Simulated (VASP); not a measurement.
# As (P6/mmm) in VASP: notebook

The runs below take As through single point, relaxation of cell and atoms, with PBE.

Program: VASP 6.6.1. These are calculated values, not measurements. Logs are shortened: lines on timing, memory, paths and dates and some standing lists are left out, and cuts for length are marked.

### Step 1. The cell of the first run

It takes space group P6/mmm (No. 191, hexagonal). Conventional cell: a = 7.787 Å, b = 7.787 Å, c = 3.964 Å, α = 90.00°, β = 90.00°, γ = 120.00°. As (site symmetry mm2) has 4 As at 2.52 to 2.80 Å within 3.3 Å. Within 3.7 Å of As (site symmetry -6m2) lie 6 As at 2.80 Å.

### Step 2. Single point, PBE

Input file INCAR:

```
SYSTEM = As
ALGO = Normal
EDIFF = 1E-6
ENCUT = 520
GGA = PE
ISIF = 2
ISMEAR = 0
LASPH = .True.
LCHARG = .False.
LREAL = .False.
LWAVE = .False.
NBANDS = 30
NELM = 100
PREC = Accurate
SIGMA = 0.01
```

Input file KPOINTS:

```
k-points
0
Gamma
  6 6 10
  0 0 0
```

Input file POSCAR:

```
As
1.0
    7.7865501881      0.0000000000      0.0000000000
   -3.8932750941      6.7433502708      0.0000000000
    0.0000000000      0.0000000000      3.9639618720
As
8
Direct
    0.8128652911      0.1871347089      0.5000000000
    0.8128652911      0.6257305822      0.5000000000
    0.3742694178      0.1871347089      0.5000000000
    0.1871347089      0.8128652911      0.5000000000
    0.1871347089      0.3742694178      0.5000000000
    0.6257305822      0.8128652911      0.5000000000
    0.3333333333      0.6666666667      0.0000000000
    0.6666666667      0.3333333333      0.0000000000
```

Potentials or basis: VASP PAW PBE potentials, release 64 (As).

On the command line:

```bash
> cat potpaw_PBE.64/As/POTCAR > POTCAR
> mpirun -np 1 vasp_std > vasp.out
```

OUTCAR:

```text
SYSTEM = As
   EDIFF = 1E-6
   ENCUT = 520
   GGA = PE
   ISIF = 2
   ISMEAR = 0
   LASPH = .True.
   LREAL = .False.
   NELM = 100
   PREC = Accurate

 ion  position               nearest neighbor table
   1  0.813  0.187  0.500-   5 2.52   6 2.52   8 2.80   8 2.80
   2  0.813  0.626  0.500-   4 2.52   6 2.52   8 2.80   8 2.80
   3  0.374  0.187  0.500-   5 2.52   4 2.52   8 2.80   8 2.80
   4  0.187  0.813  0.500-   2 2.52   3 2.52   7 2.80   7 2.80
   5  0.187  0.374  0.500-   1 2.52   3 2.52   7 2.80   7 2.80
   6  0.626  0.813  0.500-   2 2.52   1 2.52   7 2.80   7 2.80
   7  0.333  0.667  0.000-   4 2.80   4 2.80   6 2.80   6 2.80   5 2.80   5 2.80
   8  0.667  0.333  0.000-   1 2.80   1 2.80   3 2.80   3 2.80   2 2.80   2 2.80

  LATTYP: Found a hexagonal cell.
 ALAT       =     7.7865501881
 C/A-ratio  =     0.5090780610

  Lattice vectors:

 A1 = (   7.7865501881,   0.0000000000,   0.0000000000)
 A2 = (  -3.8932750941,   6.7433502708,   0.0000000000)
 A3 = (   0.0000000000,   0.0000000000,   3.9639618720)

Analysis of symmetry for initial positions (statically):
=====================================================================
 Subroutine PRICEL returns:
 Original cell was already a primitive cell.

 Routine SETGRP: Setting up the symmetry group for a
 hexagonal supercell.

 Subroutine GETGRP returns: Found 24 space group operations
 (whereof 24 operations were pure point group operations)
 out of a pool of 24 trial point group operations.

The static configuration has the point symmetry D_6h.

Analysis of symmetry for dynamics (positions and initial velocities):
=====================================================================
 Subroutine PRICEL returns:
 Original cell was already a primitive cell.

 Routine SETGRP: Setting up the symmetry group for a
 hexagonal supercell.

 Subroutine GETGRP returns: Found 24 space group operations
 (whereof 24 operations were pure point group operations)
 out of a pool of 24 trial point group operations.

The dynamic configuration has the point symmetry D_6h.

 Subroutine INISYM returns: Found 24 space group operations
 (whereof 24 operations are pure point group operations),
 and found     1 'primitive' translations

----------------------------------------------------------------------------------------

                                     Primitive cell

  volume of cell :     208.1375

  direct lattice vectors                    reciprocal lattice vectors
     7.786550188  0.000000000  0.000000000     0.128426579  0.074147120  0.000000000
    -3.893275094  6.743350271  0.000000000     0.000000000  0.148294239  0.000000000
     0.000000000  0.000000000  3.963961872     0.000000000  0.000000000  0.252272860

  length of vectors
     7.786550188  7.786550188  3.963961872     0.148294239  0.148294239  0.252272860

  position of ions in fractional coordinates (direct lattice)
     0.812865291  0.187134709  0.500000000
     0.812865291  0.625730582  0.500000000
     0.374269418  0.187134709  0.500000000
     0.187134709  0.812865291  0.500000000
     0.187134709  0.374269418  0.500000000
     0.625730582  0.812865291  0.500000000
     0.333333333  0.666666667  0.000000000
     0.666666667  0.333333333  0.000000000

  ion indices of the primitive-cell ions
   primitive index   ion index
                 1           1
                 2           2
                 3           3
                 4           4
                 5           5
                 6           6
                 7           7
                 8           8

----------------------------------------------------------------------------------------

 KPOINTS: k-points

Automatic generation of k-mesh.
 Grid dimensions read from file:
 generate k-points for:    6    6   10

 Generating k-lattice:

  Cartesian coordinates                     Fractional coordinates (reciprocal lattice)
     0.021404430  0.012357853  0.000000000     0.166666667 -0.000000000  0.000000000
     0.000000000  0.024715707  0.000000000     0.000000000  0.166666667  0.000000000
     0.000000000  0.000000000  0.025227286     0.000000000  0.000000000  0.100000000

  Length of vectors
     0.024715707  0.024715707  0.025227286

  Shift w.r.t. Gamma in fractional coordinates (k-lattice)
     0.000000000  0.000000000  0.000000000

 Subroutine IBZKPT returns following result:
 ===========================================

 Found     42 irreducible k-points:

 Following reciprocal coordinates:
            Coordinates               Weight
  0.000000  0.000000  0.000000      1.000000
  0.166667  0.000000  0.000000      6.000000
  0.333333  0.000000  0.000000      6.000000
  0.500000  0.000000  0.000000      3.000000
  0.166667  0.166667  0.000000      6.000000
  0.333333  0.166667  0.000000     12.000000
[... 16 lines left out ...]
  0.166667  0.000000  0.300000     12.000000
  0.333333  0.000000  0.300000     12.000000
 [... further k-points ...]
[... 29 lines left out ...]
   NELECT =      40.0000    total number of electrons
   NUPDOWN=      -1.0000    fix difference up-down
   EMIN   =  10.00;   EMAX   =-10.00  energy-range for DOS
   EFERMI =   0.00;   METHOD = LEGACY
   ISMEAR =     0;   SIGMA  =   0.01  broadening in eV -4-tet -1-fermi 0-gaus
   EFERMI_NEDOS =   21; number of points for ismear=-14 and -15
   IALGO  =     38    algorithm
   IMIX   =      4    mixing-type and parameters
     AMIX     =   0.40;   BMIX     =  1.00
     AMIX_MAG =   1.60;   BMIX_MAG =  1.00
  volume/ion in A,a.u.               =      26.02       175.57
  Fermi-wavevector in a.u.,A,eV,Ry     =   0.944738  1.785296 12.143607  0.892530
  Thomas-Fermi vector in A             =   2.072572
   LORBIT       =      0    0 simple, 1 ext, 2 COOP (PROOUT), +10 PAW based schemes
   GGA     = PE    functional components
   LHFCALC =     F    Hartree Fock is set to
   AEXX    =    0.0000 exact exchange contribution
   IVDW    =     0    specifies the selected vdW correction
   LEPSILON=     F    determine dielectric tensor
   LRPA    =     F    only Hartree local field effects (RPA)
 non-spin polarized calculation
 Gauss-broadening in eV      SIGMA  =   0.01
  energy-cutoff  :      520.00
  volume of cell :      208.14
 maximum number of plane-waves:      5631
 NGX is ok and might be reduce to    60
   NGX = 29   NGY = 29   NGZ = 15

 number of electron      39.9999997 magnetization

 Free energy of the ion-electron system (eV)
  ---------------------------------------------------
  ext. energy  EPLUGINS =         0.00000000
  ---------------------------------------------------
  free energy    TOTEN  =       -35.26646703 eV

  energy without entropy =      -35.26625851  energy(sigma->0) =      -35.26636277

 E-fermi :   3.8430     XC(G=0):  -8.9891

 val. band max:        3.8254704950   @ k =   0.5000   0.0000   0.5000
 cond. band min:       3.8433386838   @ k =   0.3333   0.1667   0.5000
 fundamental gap:      0.0178681888
 Fermi energy:         3.8430184876

 k-point     1 :       0.0000    0.0000    0.0000
  band No.  band energies     occupation
      1     -10.4392      2.00000
      2      -8.8318      2.00000
      3      -8.2213      2.00000
      4      -8.2213      2.00000
      5      -6.7109      2.00000
      6      -6.7109      2.00000
[... 22 lines left out ...]
     29       6.7232      0.00000
     30       6.7233      0.00000

 k-point     2 :       0.1667    0.0000    0.0000
  band No.  band energies     occupation
      1     -10.3688      2.00000
      2      -8.9636      2.00000
      3      -8.3881      2.00000
      4      -8.2645      2.00000
      5      -6.6091      2.00000
      6      -6.5165      2.00000
[... 22 lines left out ...]
     29       6.7979      0.00000
     30       6.8191      0.00000

 k-point     3 :       0.3333    0.0000    0.0000
  band No.  band energies     occupation
      1     -10.1655      2.00000
      2      -9.3408      2.00000
      3      -8.5345      2.00000
      4      -8.3402      2.00000
      5      -6.4057      2.00000
      6      -6.3867      2.00000
[... 682 lines left out ...]
     29       7.0056      0.00000
     30       7.3334      0.00000

 k-point    24 :       0.3333    0.0000    0.3000
  band No.  band energies     occupation
      1      -9.5929      2.00000
      2      -8.7814      2.00000
      3      -8.0998      2.00000
      4      -8.0885      2.00000
      5      -6.7820      2.00000
      6      -6.1056      2.00000
[... 22 lines left out ...]
     29       7.1744      0.00000
     30       7.5891      0.00000

 [... further k-points ...]

------------------------ aborting loop because EDIFF is reached ----------------------------------------

  FORCE on cell =-STRESS in cart. coord.  units (eV):
  Direction    XX          YY          ZZ          XY          YZ          ZX
  --------------------------------------------------------------------------------------
  -------------------------------------------------------------------------------------
  Total        0.2498771      0.2498771      0.1216913     -0.0000000     -0.0000000     -0.0000000
  in kB        1.9234760      1.9234760      0.9367418     -0.0000000     -0.0000000     -0.0000000
  external PRESSURE =       1.5945646 kB  Pullay stress =       0.0000000 kB

 VOLUME and BASIS-vectors are now :
 -----------------------------------------------------------------------------
  energy-cutoff  :      520.00
  volume of cell :      208.14
      direct lattice vectors                 reciprocal lattice vectors
     7.786550188  0.000000000  0.000000000     0.128426579  0.074147120  0.000000000
    -3.893275094  6.743350271  0.000000000     0.000000000  0.148294239  0.000000000
     0.000000000  0.000000000  3.963961872     0.000000000  0.000000000  0.252272860

 POSITION                                       TOTAL-FORCE (eV/Angst)
 -----------------------------------------------------------------------------------
      5.60085      1.26191      1.98198        -0.013151      0.007593      0.000000
      3.89328      4.21952      1.98198         0.000000     -0.015186      0.000000
      2.18570      1.26191      1.98198         0.013151      0.007593      0.000000
     -1.70757      5.48144      1.98198         0.013151     -0.007593     -0.000000
     -0.00000      2.52383      1.98198        -0.000000      0.015186     -0.000000
      1.70757      5.48144      1.98198        -0.013151     -0.007593     -0.000000
     -0.00000      4.49557      0.00000        -0.000000      0.000000     -0.000000
      3.89328      2.24778      0.00000        -0.000000      0.000000      0.000000
 -----------------------------------------------------------------------------------
    total drift:                                0.000000     -0.000000     -0.000000

  FREE ENERGIE OF THE ION-ELECTRON SYSTEM (eV)
  ---------------------------------------------------
  free  energy   TOTEN  =       -35.2664670341 eV

  energy  without entropy=      -35.2662585081  energy(sigma->0) =      -35.26636277
```

It took 2.9 min on 1 thread of Intel Xeon 6975P-C (Granite Rapids), shared host; peak memory 0.4 GiB.

Results:

```
Free energy            : -35.2665 eV
Pressure               : 0.2 GPa
Largest force          : 0.015 eV/Å
Band gap on the k mesh : zero (band 20 reaches 4.35 eV, above the bottom of band 21 at 3.69 eV)
```

Forces on the atoms (eV/Å):
```
As  -0.013  0.008  0.000
As   0.000 -0.015  0.000
As   0.013  0.008  0.000
As   0.013 -0.008  0.000
As   0.000  0.015  0.000
As  -0.013 -0.008  0.000
As   0.000  0.000  0.000
As   0.000  0.000  0.000
```

Stress tensor (GPa, compression positive):
```
0.19 0.00 0.00
0.00 0.19 0.00
0.00 0.00 0.09
```

### Step 3. Relaxation of cell and atoms, PBE

This run uses another cell than the first one, of 26.09 Å³/atom, 1.003 times its volume.

Input file INCAR:

```
SYSTEM = As
ALGO = Normal ; EDIFF = 1E-7
EDIFFG = -0.01 ; ENCUT = 600
GGA = PE ; IBRION = 2
ISIF = 3 ; ISMEAR = 0
LASPH = .TRUE. ; LCHARG = .FALSE.
LREAL = .FALSE. ; LWAVE = .FALSE.
NELM = 100 ; NSW = 100
PREC = Accurate ; SIGMA = 0.01
```

Input file KPOINTS:

```
k-points
0
G
  6 6 10
  0 0 0
```

Input file POSCAR:

```
As
1.0
    7.7802770653      0.0000000000      0.0000000000
   -3.8901385327      6.7379175871      0.0000000000
    0.0000000000      0.0000000000      3.9808061138
As
8
Direct
    0.8123233101      0.1876766899      0.5000000000
    0.8123233101      0.6246466202      0.5000000000
    0.3753533798      0.1876766899      0.5000000000
    0.1876766899      0.8123233101      0.5000000000
    0.1876766899      0.3753533798      0.5000000000
    0.6246466202      0.8123233101      0.5000000000
    0.3333333333      0.6666666667      0.0000000000
    0.6666666667      0.3333333333      0.0000000000
```

Potentials or basis: VASP PAW PBE potentials, release 64 (As).

On the command line:

```bash
> cat potpaw_PBE.64/As/POTCAR > POTCAR
> mpirun -np 1 vasp_std > vasp.out
```

It took 8.7 min on 1 thread of Intel Xeon 6975P-C (Granite Rapids), shared host; peak memory 0.49 GiB.

The run converged. Its results:

```yaml
Free_energy: -35.2669 eV
Relaxed_volume: 26.12 Å³/atom
Relaxed_cell: a = 7.795 Å, b = 7.795 Å, c = 3.971 Å, α = 90.00°, β = 90.00°, γ = 120.00°
Space_group_after_relaxing_to_0.05_Å: P6/mmm (No. 191)
Energy_gained_by_relaxing: 0.1 meV/atom
Ionic_steps: 5
Pressure_after_relaxing: -0.1 GPa
Largest_force_after_relaxing: 0.008 eV/Å
Band_gap_on_the_k_mesh: zero (band 20 reaches 4.31 eV, above the bottom of band 21 at 3.67 eV)
```

Forces in eV/Å, atoms in the order of the input:
```
As   0.007 -0.004  0.000
As   0.000  0.008  0.000
As  -0.007 -0.004  0.000
As  -0.007  0.004  0.000
As   0.000 -0.008  0.000
As   0.007  0.004  0.000
As   0.000  0.000  0.000
As   0.000  0.000  0.000
```

The path:
```csv
step,energy change (eV),largest force (eV/Å),pressure (GPa),volume (Å³)
1,0.0000,0.0184,0.05,208.69
2,-0.0002,0.0177,-0.03,208.91
3,-0.0003,0.0165,-0.10,209.15
4,-0.0004,0.0140,-0.09,209.08
5,-0.0006,0.0083,-0.06,208.95
```

Final structure:
```
As
1.0
     7.79468    0.00000    0.00000
    -3.89734    6.75039    0.00000
     0.00000    0.00000    3.97110
As
8
Direct
  0.81262 0.18738 0.50000
  0.81262 0.62525 0.50000
  0.37475 0.18738 0.50000
  0.18738 0.81262 0.50000
  0.18738 0.37475 0.50000
  0.62525 0.81262 0.50000
  0.33333 0.66667 0.00000
  0.66667 0.33333 0.00000
```

Levels at points of the mesh, in eV from the Fermi level:
```csv
k point,band 16,band 17,band 18,band 19,band 20,band 21,band 22,band 23,band 24,band 25
"(0.00, 0.00, 0.00)",-2.68,-2.04,-2.04,-0.96,-0.96,0.22,0.22,1.09,1.41,1.41
"(0.50, 0.00, 0.00)",-2.49,-1.44,-1.10,-0.98,0.49,0.52,0.56,0.76,0.77,1.10
"(0.00, 0.00, 0.50)",-2.23,-2.23,-2.06,-2.06,-1.72,0.35,0.35,0.92,0.92,1.68
"(0.50, 0.00, 0.50)",-3.42,-2.38,-1.63,-1.37,-0.24,-0.04,0.12,0.58,0.77,2.22
```

### Step 4. Single point, PBE

Input file INCAR:

```
SYSTEM = As
  PREC = Accurate
  ENCUT = 520
  EDIFF = 1E-7
  ISMEAR = 0
  SIGMA = 0.1
  LREAL = .FALSE.
  LASPH = .TRUE.
  NELM = 100
  ALGO = Normal
  ISIF = 2
  LWAVE = .FALSE.
  LCHARG = .FALSE.
  GGA = PE
  NBANDS = 30
```

Input file KPOINTS:

```
regular mesh
0
G
  6 6 10
  0 0 0
```

Input file POSCAR:

```
As
1.0
    7.7865501881      0.0000000000      0.0000000000
   -3.8932750941      6.7433502708      0.0000000000
    0.0000000000      0.0000000000      3.9639618720
As
8
Direct
    0.8128652911      0.1871347089      0.5000000000
    0.8128652911      0.6257305822      0.5000000000
    0.3742694178      0.1871347089      0.5000000000
    0.1871347089      0.8128652911      0.5000000000
    0.1871347089      0.3742694178      0.5000000000
    0.6257305822      0.8128652911      0.5000000000
    0.3333333333      0.6666666667      0.0000000000
    0.6666666667      0.3333333333      0.0000000000
```

On the command line:

```bash
> cat potpaw_PBE.64/As/POTCAR > POTCAR
> mpirun -np 1 vasp_std > vasp.out
```

It took 3.5 min on 1 thread of Intel Xeon 6975P-C (Granite Rapids), shared host; peak memory 0.41 GiB.

Results (log left out):

```
Free energy            : -35.2708 eV
Pressure               : 0.1 GPa
Largest force          : 0.027 eV/Å
Band gap on the k mesh : zero (band 20 reaches 4.35 eV, above the bottom of band 21 at 3.69 eV)
```

Forces on the atoms (eV/Å):
```
As  -0.024  0.014  0.000
As   0.000 -0.027  0.000
As   0.024  0.014  0.000
As   0.024 -0.014  0.000
As   0.000  0.027  0.000
As  -0.024 -0.014  0.000
As   0.000  0.000  0.000
As   0.000  0.000  0.000
```

Levels at points of the mesh, in eV from the Fermi level:
| k point | band 16 | band 17 | band 18 | band 19 | band 20 | band 21 | band 22 | band 23 | band 24 | band 25 |
| --- | --- | --- | --- | --- | --- | --- | --- | --- | --- | --- |
| (0.00, 0.00, 0.00) | -2.65 | -2.02 | -2.02 | -0.93 | -0.93 | 0.26 | 0.26 | 1.14 | 1.44 | 1.44 |
| (0.50, 0.00, 0.00) | -2.45 | -1.42 | -1.07 | -0.94 | 0.53 | 0.57 | 0.61 | 0.79 | 0.81 | 1.14 |
| (0.00, 0.00, 0.50) | -2.20 | -2.20 | -2.04 | -2.04 | -1.67 | 0.38 | 0.38 | 0.94 | 0.94 | 1.71 |
| (0.50, 0.00, 0.50) | -3.40 | -2.36 | -1.61 | -1.36 | -0.22 | 0.00 | 0.14 | 0.60 | 0.81 | 2.25 |

### Step 5. Single point, PBE

This run uses another cell than the first one, of 17.79 Å³/atom, 0.684 times its volume.

Input file INCAR:

```
PREC = Accurate
ENCUT = 520
EDIFF = 1E-7
ISMEAR = 0
SIGMA = 0.1
LREAL = False
LASPH = True
NELM = 100
ALGO = Normal
ISIF = 2
LWAVE = False
LCHARG = False
GGA = PE
NBANDS = 30
```

Input file KPOINTS:

```
Automatic mesh
0
Gamma
  3 3 6
```

Input file POSCAR:

```
As
1.0
    7.1182683600      0.0000000000      0.0000000000
   -3.5591341800      6.1646012300      0.0000000000
    0.0000000000      0.0000000000      3.2440363100
As
8
Direct
    0.8099998000      0.1900002000      0.5000000000
    0.8099998000      0.6199996000      0.5000000000
    0.3800004000      0.1900002000      0.5000000000
    0.1900002000      0.8099998000      0.5000000000
    0.1900002000      0.3800004000      0.5000000000
    0.6199996000      0.8099998000      0.5000000000
    0.3333333300      0.6666666700      0.0000000000
    0.6666666700      0.3333333300      0.0000000000
```

On the command line:

```bash
> cat potpaw_PBE.64/As/POTCAR > POTCAR
> mpirun -np 1 vasp_std > vasp.out
```

It took 2.1 min on 1 thread of Intel Xeon 8259CL, shared host; peak memory 0.25 GiB.

Results (log left out):

- Free energy: -28.8155 eV
- Pressure: 41.4 GPa
- Largest force: 1.655 eV/Å
- Band gap on the k mesh: zero (band 20 reaches 8.70 eV, above the bottom of band 21 at 6.49 eV)

Forces on the atoms (eV/Å):
```
As   1.433 -0.827  0.000
As   0.000  1.655  0.000
As  -1.433 -0.827  0.000
As  -1.433  0.827  0.000
As   0.000 -1.655  0.000
As   1.433  0.827  0.000
As   0.000  0.000  0.000
As   0.000  0.000  0.000
```

Stress tensor (GPa, compression positive):
```
39.97  0.00  0.00
 0.00 39.97  0.00
 0.00  0.00 44.39
```

Levels at points of the mesh, in eV from the Fermi level:
```csv
k point,band 16,band 17,band 18,band 19,band 20,band 21,band 22,band 23,band 24,band 25
"(0.00, 0.00, 0.00)",-2.66,-2.66,-2.16,-0.06,-0.06,1.23,1.23,1.50,1.59,1.59
"(0.00, 0.00, 0.50)",-2.85,-2.85,-2.14,-2.14,-0.71,0.15,0.15,0.52,0.52,1.88
```

Caveat: forces of over 1 eV/Å act on the atoms, so gaps and moduli don't describe the material at rest.

### Step 6. Summary

```tsv
task	cell	k mesh	cutoff (eV)	smearing	gap on the mesh (eV)	pressure (GPa)	largest force (eV/Å)
single point	a = 7.787, b = 7.787, c = 3.964 Å, angles 90.0, 90.0, 120.0°, 8 atoms	6 × 6 × 10	520	gaussian 0.01 eV	none	0.2	0.02
relaxation of cell and atoms	relaxed from a = 7.780, b = 7.780, c = 3.981 Å, angles 90.0, 90.0, 120.0°, 8 atoms	6 × 6 × 10	600	gaussian 0.01 eV	none	-0.1	0.01
single point	a = 7.787, b = 7.787, c = 3.964 Å, angles 90.0, 90.0, 120.0°, 8 atoms	6 × 6 × 10	520	gaussian 0.1 eV	none	0.1	0.03
single point	a = 7.118, b = 7.118, c = 3.244 Å, angles 90.0, 90.0, 120.0°, 8 atoms	3 × 3 × 6	520	gaussian 0.1 eV	none	41.4	1.65
```

Alike in all rows: level PBE; potentials or basis VASP PAW PBE potentials, release 64 (As); no spin polarisation.

Caveats: forces of over 1 eV/Å act on the atoms, so gaps and moduli don't describe the material at rest (some runs).

Absolute energies hang on the potentials; compare differences alone.
